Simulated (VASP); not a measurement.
# Al (Fm-3m) in VASP: single point with LDA

Aim: the single point of Al with LDA.

Everything below comes from runs of VASP 6.6.1. Logs are shortened: lines on timing, memory, paths and dates and some standing lists are left out, and cuts for length are marked.

**1. The cell of the first run**

The structure is cubic, space group Fm-3m (No. 225). The conventional cell has a = 3.984 Å, b = 3.984 Å, c = 3.984 Å, α = 90.00°, β = 90.00°, γ = 90.00°. Within 3.7 Å of Al (site symmetry m-3m) lie 12 Al at 2.82 Å.

**2. Single point, LDA**

INCAR

```
SYSTEM = Al
PREC = Accurate
ENCUT = 500
EDIFF = 1E-6
ISMEAR = 0
SIGMA = 0.1
LREAL = .FALSE.
LASPH = .TRUE.
NELM = 120
ALGO = Normal
ISIF = 2
LWAVE = .FALSE.
LCHARG = .FALSE.
NBANDS = 8
GGA_COMPAT = .FALSE.
```

KPOINTS

```
regular mesh
0
G
  18 18 18
  0 0 0
```

POSCAR

```
Al
1.0
    0.0000000000      1.9917993750      1.9917993750
    1.9917993750      0.0000000000      1.9917993750
    1.9917993750      1.9917993750      0.0000000000
Al
1
Direct
    0.0000000000      0.0000000000      0.0000000000
```

Potentials or basis: VASP PAW LDA potentials, release 64 (Al).

Run with:

```console
$ cat potpaw_LDA.64/Al/POTCAR > POTCAR
$ mpirun -np 1 vasp_std > vasp.out
```

OUTCAR:

```text
SYSTEM = Al
   PREC = Accurate
   ENCUT = 500
   EDIFF = 1E-6
   ISMEAR = 0
   LREAL = .FALSE.
   LASPH = .TRUE.
   NELM = 120
   ISIF = 2

 ion  position               nearest neighbor table
   1  0.000  0.000  0.000-

  LATTYP: Found a face centered cubic cell.
 ALAT       =     3.9835987500

  Lattice vectors:

 A1 = (   0.0000000000,   1.9917993750,   1.9917993750)
 A2 = (   1.9917993750,   0.0000000000,   1.9917993750)
 A3 = (   1.9917993750,   1.9917993750,   0.0000000000)

Analysis of symmetry for initial positions (statically):
[... 33 lines left out ...]
                                     Primitive cell

  volume of cell :      15.8040

  direct lattice vectors                    reciprocal lattice vectors
     0.000000000  1.991799375  1.991799375    -0.251029299  0.251029299  0.251029299
     1.991799375  0.000000000  1.991799375     0.251029299 -0.251029299  0.251029299
     1.991799375  1.991799375  0.000000000     0.251029299  0.251029299 -0.251029299

  length of vectors
     2.816829690  2.816829690  2.816829690     0.434795499  0.434795499  0.434795499

  position of ions in fractional coordinates (direct lattice)
     0.000000000  0.000000000  0.000000000

  ion indices of the primitive-cell ions
   primitive index   ion index
                 1           1

----------------------------------------------------------------------------------------

 KPOINTS: regular mesh

Automatic generation of k-mesh.
 Grid dimensions read from file:
 generate k-points for:   18   18   18

 Generating k-lattice:

  Cartesian coordinates                     Fractional coordinates (reciprocal lattice)
    -0.013946072  0.013946072  0.013946072     0.055555556  0.000000000  0.000000000
     0.013946072 -0.013946072  0.013946072     0.000000000  0.055555556  0.000000000
     0.013946072  0.013946072 -0.013946072     0.000000000  0.000000000  0.055555556

  Length of vectors
     0.024155306  0.024155306  0.024155306

  Shift w.r.t. Gamma in fractional coordinates (k-lattice)
     0.000000000  0.000000000  0.000000000

 Subroutine IBZKPT returns following result:
 ===========================================

 Found    195 irreducible k-points:

 Following reciprocal coordinates:
            Coordinates               Weight
  0.000000  0.000000  0.000000      1.000000
  0.055556  0.000000  0.000000      8.000000
[... 39 lines left out ...]
   ENCUT  =  500.0 eV  36.75 Ry    6.06 a.u.   5.14  5.14  5.14*2*pi/ulx,y,z
   NELM   =    120;   NELMIN=  2; NELMDL= -5     # of ELM steps
   EDIFF  = 0.1E-05   stopping-criterion for ELM
   LREAL  =      F    real-space projection
   EDIFFG = 0.1E-04   stopping-criterion for IOM
   NSW    =      0    number of steps for IOM
   IBRION =     -1    ionic relax: 0-MD 1-quasi-New 2-CG
   NFREE  =      0    steps in history (QN), initial steepest desc. (CG)
   ISIF   =      2    stress and relaxation
   ISYM   =      2    0-nonsym 1-usesym 2-fastsym
   POTIM  = 0.5000    time-step for ionic-motion
   TEBEG  =    0.0;   TEEND  =   0.0 temperature during run
   PSTRESS=    0.0 pullay stress
   NELECT =       3.0000    total number of electrons
   NUPDOWN=      -1.0000    fix difference up-down
   EMIN   =  10.00;   EMAX   =-10.00  energy-range for DOS
   EFERMI =   0.00;   METHOD = LEGACY
   ISMEAR =     0;   SIGMA  =   0.10  broadening in eV -4-tet -1-fermi 0-gaus
   EFERMI_NEDOS =   21; number of points for ismear=-14 and -15
   IALGO  =     38    algorithm
   IMIX   =      4    mixing-type and parameters
     AMIX     =   0.40;   BMIX     =  1.00
     AMIX_MAG =   1.60;   BMIX_MAG =  1.00
  volume/ion in A,a.u.               =      15.80       106.65
  Fermi-wavevector in a.u.,A,eV,Ry     =   0.940863  1.777973 12.044189  0.885223
  Thomas-Fermi vector in A             =   2.068317
   LORBIT       =      0    0 simple, 1 ext, 2 COOP (PROOUT), +10 PAW based schemes
   GGA     = CA    functional components
   LHFCALC =     F    Hartree Fock is set to
   AEXX    =    0.0000 exact exchange contribution
   IVDW    =     0    specifies the selected vdW correction
   LEPSILON=     F    determine dielectric tensor
   LRPA    =     F    only Hartree local field effects (RPA)
 non-spin polarized calculation
 Gauss-broadening in eV      SIGMA  =   0.10
  energy-cutoff  :      500.00
  volume of cell :       15.80
 maximum number of plane-waves:       412
 NGX is ok and might be reduce to    24
   NGX = 11   NGY = 11   NGZ = 11

 number of electron       3.0000000 magnetization

 Free energy of the ion-electron system (eV)
  ---------------------------------------------------
  ext. energy  EPLUGINS =         0.00000000
  ---------------------------------------------------
  free energy    TOTEN  =        -4.19015848 eV

  energy without entropy =       -4.18717049  energy(sigma->0) =       -4.18866449

 E-fermi :   8.2373     XC(G=0): -10.5040

 val. band max:        8.2191525743   @ k =  -0.2778   0.2778   0.0556
 cond. band min:       8.2442364892   @ k =  -0.4444   0.3333   0.1111
 fundamental gap:      0.0250839149
 Fermi energy:         8.2372802400

 k-point     1 :       0.0000    0.0000    0.0000
  band No.  band energies     occupation
      1      -3.1543      2.00000
      2      21.0522      0.00000
      3      21.0522      0.00000
      4      21.0522      0.00000
      5      22.7076      0.00000
      6      22.7076      0.00000
      7      22.7076      0.00000
      8      25.1746      0.00000
[... 243 lines left out ...]
 k-point    24 :      -0.2222    0.0556    0.0000
  band No.  band energies     occupation
      1      -1.4705      2.00000
      2      12.1647      0.00000
      3      17.7273      0.00000
      4      20.6211      0.00000
      5      22.3905      0.00000
      6      23.5552      0.00000
      7      23.9365      0.00000
      8      26.1651      0.00000

 [... further k-points ...]

------------------------ aborting loop because EDIFF is reached ----------------------------------------

  FORCE on cell =-STRESS in cart. coord.  units (eV):
  Direction    XX          YY          ZZ          XY          YZ          ZX
  --------------------------------------------------------------------------------------
  -------------------------------------------------------------------------------------
  Total        0.0070009      0.0070009      0.0070009      0.0000000     -0.0000000     -0.0000000
  in kB        0.7097413      0.7097413      0.7097413      0.0000000     -0.0000000     -0.0000000
  external PRESSURE =       0.7097413 kB  Pullay stress =       0.0000000 kB

 VOLUME and BASIS-vectors are now :
 -----------------------------------------------------------------------------
  energy-cutoff  :      500.00
  volume of cell :       15.80
      direct lattice vectors                 reciprocal lattice vectors
     0.000000000  1.991799375  1.991799375    -0.251029299  0.251029299  0.251029299
     1.991799375  0.000000000  1.991799375     0.251029299 -0.251029299  0.251029299
     1.991799375  1.991799375  0.000000000     0.251029299  0.251029299 -0.251029299

 POSITION                                       TOTAL-FORCE (eV/Angst)
 -----------------------------------------------------------------------------------
      0.00000      0.00000      0.00000         0.000000      0.000000      0.000000
 -----------------------------------------------------------------------------------
    total drift:                                0.000000     -0.000000     -0.000000

  FREE ENERGIE OF THE ION-ELECTRON SYSTEM (eV)
  ---------------------------------------------------
  free  energy   TOTEN  =        -4.1901584843 eV

  energy  without entropy=       -4.1871704863  energy(sigma->0) =       -4.18866449
```

OSZICAR:

```text
N       E                     dE             d eps       ncg     rms          rms(c)
DAV:   1    -0.280339810080E+01   -0.28034E+01   -0.88026E+02  3160   0.197E+02
DAV:   2    -0.421370134235E+01   -0.14103E+01   -0.13830E+01  4320   0.189E+01
DAV:   3    -0.421998060630E+01   -0.62793E-02   -0.62645E-02  3968   0.140E+00
DAV:   4    -0.421999073278E+01   -0.10126E-04   -0.10126E-04  4952   0.514E-02
DAV:   5    -0.421999074552E+01   -0.12740E-07   -0.13166E-07  3992   0.902E-04    0.144E+00
DAV:   6    -0.420190316302E+01    0.18088E-01   -0.23624E-03  4152   0.193E-01    0.810E-01
DAV:   7    -0.419018305872E+01    0.11720E-01   -0.59241E-03  4008   0.301E-01    0.168E-01
DAV:   8    -0.419015871607E+01    0.24343E-04   -0.18566E-05  4656   0.277E-02    0.148E-02
DAV:   9    -0.419015848427E+01    0.23180E-06   -0.13674E-07  4128   0.179E-03
   1 F= -.41901585E+01 E0= -.41886645E+01  d E =-.298800E-02
```

stdout:

```text
POSCAR found type information on POSCAR Al
 POSCAR found :  1 types and       1 ions
 scaLAPACK will be used
 LDA part: xc-table for (Slater(with rela. corr.)+CA(PZ))
 , standard interpolation
 POSCAR, INCAR and KPOINTS ok, starting setup
 FFT: planning ... GRIDC
 FFT: planning ... GRID_SOFT
 FFT: planning ... GRID
 WAVECAR not read
 entering main loop
```

Wall time 6.6 s (1 thread of Intel Xeon 6975P-C (Granite Rapids), shared host); peak memory 0.13 GiB.

What came out:

```yaml
Free_energy: -4.1902 eV
Pressure: 0.1 GPa
```
